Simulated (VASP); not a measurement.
# Bi (P6_3/mmc) in VASP: relaxation of cell and atoms with LDA

Aim: the relaxation of cell and atoms of Bi with LDA.

Everything below comes from runs of VASP 6.6.1. Logs are shortened: lines on timing, memory, paths and dates and some standing lists are left out, and cuts for length are marked.

## 1. The cell of the first run

The structure is hexagonal, space group P6_3/mmc (No. 194). Conventional cell: a = 3.573 Å, b = 3.573 Å, c = 5.788 Å, α = 90.00°, β = 90.00°, γ = 120.00°. Bi (site symmetry -6m2) has 12 Bi at 3.55 to 3.57 Å within 4.7 Å.

This isn't the form of Bi at room conditions, which is rhombohedral.

## 2. Relaxation of cell and atoms, LDA, collinear spin

The input, INCAR:

```
SYSTEM = Bi
PREC = Accurate
ENCUT = 500
EDIFF = 1E-7
ISMEAR = -1
SIGMA = 0.1
LREAL = .False.
LASPH = .True.
NELM = 200
ALGO = Normal
ISIF = 3
LWAVE = .False.
LCHARG = .False.
ISPIN = 2
MAGMOM = 2 2
LORBIT = 11
IBRION = 2
NSW = 60
EDIFFG = -0.005
GGA_COMPAT = .False.
NELMIN = 4
```

The input, KPOINTS:

```
Automatic mesh
0
Gamma
  14 14 8
  0 0 0
```

The input, POSCAR:

```
Bi
1.0
    3.5730967501      0.0000000000      0.0000000000
   -1.7865483750      3.0943925557      0.0000000000
    0.0000000000      0.0000000000      5.7884167351
Bi
2
Direct
    0.3333333333      0.6666666667      0.2500000000
    0.6666666667      0.3333333333      0.7500000000
```

Potentials or basis: VASP PAW LDA potentials, release 64 (Bi_d).

The run is started by

```bash
$ cat potpaw_LDA.64/Bi_d/POTCAR > POTCAR
$ mpirun -np 1 vasp_std > vasp.out
```

OUTCAR:

```text
SYSTEM = Bi
   PREC = Accurate
   ENCUT = 500
   EDIFF = 1E-7
   ISMEAR = -1
   LREAL = .False.
   LASPH = .True.
   NELM = 200
   ISIF = 3
   ISPIN = 2
   LORBIT = 11
   IBRION = 2
   NSW = 60
   EDIFFG = -0.005
   NELMIN = 4

 ion  position               nearest neighbor table
   1  0.333  0.667  0.250-   2 3.55   2 3.55   2 3.55   2 3.55   2 3.55   2 3.55
   2  0.667  0.333  0.750-   1 3.55   1 3.55   1 3.55   1 3.55   1 3.55   1 3.55

  LATTYP: Found a hexagonal cell.
 ALAT       =     3.5730967501
 C/A-ratio  =     1.6200000000

  Lattice vectors:

 A1 = (   3.5730967501,   0.0000000000,   0.0000000000)
 A2 = (  -1.7865483750,   3.0943925557,   0.0000000000)
 A3 = (   0.0000000000,   0.0000000000,   5.7884167351)

Analysis of symmetry for initial positions (statically):
=====================================================================
 Subroutine PRICEL returns:
 Original cell was already a primitive cell.

 Routine SETGRP: Setting up the symmetry group for a
 hexagonal supercell.

 Subroutine GETGRP returns: Found 24 space group operations
 (whereof 12 operations were pure point group operations)
 out of a pool of 24 trial point group operations.

The static configuration has the point symmetry D_3d.
 The point group associated with its full space group is D_6h.

Analysis of symmetry for dynamics (positions and initial velocities):
=====================================================================
 Subroutine PRICEL returns:
 Original cell was already a primitive cell.

 Routine SETGRP: Setting up the symmetry group for a
 hexagonal supercell.

 Subroutine GETGRP returns: Found 24 space group operations
 (whereof 12 operations were pure point group operations)
 out of a pool of 24 trial point group operations.

The dynamic configuration has the point symmetry D_3d.
 The point group associated with its full space group is D_6h.

Analysis of structural, dynamic, and magnetic symmetry:
=====================================================================
 Subroutine PRICEL returns:
 Original cell was already a primitive cell.

 Routine SETGRP: Setting up the symmetry group for a
 hexagonal supercell.

 Subroutine GETGRP returns: Found 24 space group operations
 (whereof 12 operations were pure point group operations)
 out of a pool of 24 trial point group operations.

The overall configuration has the point symmetry D_3d.
 The point group associated with its full space group is D_6h.

 Subroutine INISYM returns: Found 24 space group operations
 (whereof 12 operations are pure point group operations),
 and found     1 'primitive' translations

[... 110 lines left out ...]
   EFERMI_NEDOS =   21; number of points for ismear=-14 and -15
   IALGO  =     38    algorithm
   IMIX   =      4    mixing-type and parameters
     AMIX     =   0.40;   BMIX     =  1.00
     AMIX_MAG =   1.60;   BMIX_MAG =  1.00
  volume/ion in A,a.u.               =      32.00       215.95
  Fermi-wavevector in a.u.,A,eV,Ry     =   1.271711  2.403186 22.004023  1.617250
  Thomas-Fermi vector in A             =   2.404630
   LORBIT       =     11    0 simple, 1 ext, 2 COOP (PROOUT), +10 PAW based schemes
   GGA     = CA    functional components
   LHFCALC =     F    Hartree Fock is set to
   AEXX    =    0.0000 exact exchange contribution
   IVDW    =     0    specifies the selected vdW correction
   LEPSILON=     F    determine dielectric tensor
   LRPA    =     F    only Hartree local field effects (RPA)
 conjugate gradient relaxation of ions
 spin polarized calculation
  energy-cutoff  :      500.00
  volume of cell :       64.00
 maximum number of plane-waves:      1657
 NGX is ok and might be reduce to    28
   NGX = 13   NGY = 13   NGZ = 21

--------------------------------------- Ionic step        1  -------------------------------------------

 number of electron      29.9999992 magnetization       0.0000198

 number of electron      29.9999992 magnetization      -0.0000461

 Free energy of the ion-electron system (eV)
  ---------------------------------------------------
  ext. energy  EPLUGINS =         0.00000000
  ---------------------------------------------------
  free energy    TOTEN  =        -8.85075861 eV

  energy without entropy =       -8.80591269  energy(sigma->0) =       -8.82833565

------------------------ aborting loop because EDIFF is reached ----------------------------------------

  FORCE on cell =-STRESS in cart. coord.  units (eV):
  Direction    XX          YY          ZZ          XY          YZ          ZX
  --------------------------------------------------------------------------------------
  -------------------------------------------------------------------------------------
  Total       -1.8397612     -1.8397612     -1.5803762     -0.0000000     -0.0000000     -0.0000000
  in kB      -46.0566189    -46.0566189    -39.5631711     -0.0000000     -0.0000000     -0.0000000
  external PRESSURE =     -43.8921363 kB  Pullay stress =       0.0000000 kB
[... 215 lines left out ...]
 number of electron      30.0000002 magnetization       0.0000006

 number of electron      30.0000002 magnetization      -0.0000000

 Free energy of the ion-electron system (eV)
  ---------------------------------------------------
  ext. energy  EPLUGINS =         0.00000000
  ---------------------------------------------------
  free energy    TOTEN  =        -8.92786832 eV

  energy without entropy =       -8.88520830  energy(sigma->0) =       -8.90653831

 E-fermi :   8.4788     XC(G=0): -10.7965

 val. band max:        8.4620763843   @ k =   0.2143   0.0714   0.1250
 cond. band min:       8.4945484809   @ k =   0.3571   0.2143   0.1250
 fundamental gap:      0.0324720966
 Fermi energy:         8.4788027160

 spin component 1

 k-point     1 :       0.0000    0.0000    0.0000
  band No.  band energies     occupation
      1     -14.6100      1.00000
      2     -14.6023      1.00000
      3     -14.5825      1.00000
      4     -14.5825      1.00000
      5     -14.5718      1.00000
      6     -14.5718      1.00000
[... 565 lines left out ...]
     20      19.6266      0.00000
     21      21.2977      0.00000

 [... further k-points ...]

 spin component 2

 k-point     1 :       0.0000    0.0000    0.0000
  band No.  band energies     occupation
      1     -14.6100      1.00000
      2     -14.6023      1.00000
      3     -14.5825      1.00000
      4     -14.5825      1.00000
      5     -14.5718      1.00000
      6     -14.5718      1.00000
[... 596 lines left out ...]
  FREE ENERGIE OF THE ION-ELECTRON SYSTEM (eV)
  ---------------------------------------------------
  free  energy   TOTEN  =        -8.9278683204 eV

  energy  without entropy=       -8.8852083013  energy(sigma->0) =       -8.90653831

 reached required accuracy - stopping structural energy minimisation

 total charge

# of ion       s       p       d       tot
------------------------------------------
    1        1.561   1.286   9.924  12.772
    2        1.561   1.286   9.924  12.772
--------------------------------------------------
tot          3.122   2.573  19.848  25.543

 magnetization (x)

# of ion       s       p       d       tot
------------------------------------------
    1        0.000   0.000   0.000   0.000
    2        0.000   0.000   0.000   0.000
--------------------------------------------------
tot          0.000   0.000   0.000   0.000
```

CONTCAR:

```text
Bi
   1.00000000000000
     3.4603439736373587   -0.0000000000018107   -0.0000000000000000
    -1.7301719867718253    2.9967457869432725    0.0000000000000000
     0.0000000000000000   -0.0000000000000000    5.6786456587468734
  Bi
     2
Direct
     0.3333333332999970    0.6666666667000030    0.2500000000000000
     0.6666666667000030    0.3333333332999970    0.7500000000000000

  0.00000000E+00  0.00000000E+00  0.00000000E+00
  0.00000000E+00  0.00000000E+00  0.00000000E+00
```

Wall time 22 min (1 thread of Oxide Virtual Turin-like, shared host); peak memory 0.29 GiB.

What came out:

- Free energy: -8.9279 eV
- Relaxed volume: 29.44 Å³/atom
- Relaxed cell: a = 3.460 Å, b = 3.460 Å, c = 5.679 Å, α = 90.00°, β = 90.00°, γ = 120.00°
- Space group after relaxing (to 0.1 Å): P6_3/mmc (No. 194)
- Energy gained by relaxing: 38.6 meV/atom
- Ionic steps: 7
- Pressure after relaxing: 0.0 GPa
- Band gap on the k mesh: zero (filled and empty bands overlap)
- Net moment: 0.00 μB per cell
- Valence electrons inside the program's atomic spheres: Bi 12.77

Step by step:
```
step  energy change (eV)  largest force (eV/Å)  pressure (GPa)  volume (Å³)
   1              0.0000                0.0000           -4.39        64.00
   2             -0.0510                0.0000            3.28        56.22
   3             -0.0767                0.0000           -0.01        58.86
   4             -0.0767                0.0000            0.12        58.76
   5             -0.0769                0.0000           -0.08        58.94
   6             -0.0770                0.0000           -0.15        59.01
   7             -0.0771                0.0000           -0.01        58.89
```

Final structure:
```cif
data_structure
_symmetry_space_group_name_H-M 'P 1'
_symmetry_Int_Tables_number 1
_cell_length_a 3.4603
_cell_length_b 3.4603
_cell_length_c 5.6786
_cell_angle_alpha 90.000
_cell_angle_beta 90.000
_cell_angle_gamma 120.000
_cell_volume 58.89
loop_
_atom_site_label
_atom_site_type_symbol
_atom_site_fract_x
_atom_site_fract_y
_atom_site_fract_z
_atom_site_occupancy
Bi1 Bi 0.33333 0.66667 0.25000 1
Bi2 Bi 0.66667 0.33333 0.75000 1
```

Caveat: spin-orbit coupling is left out, which moves the levels of the heavy elements.

The gap in the log of VASP goes by the Fermi energy; the results here count the filled bands.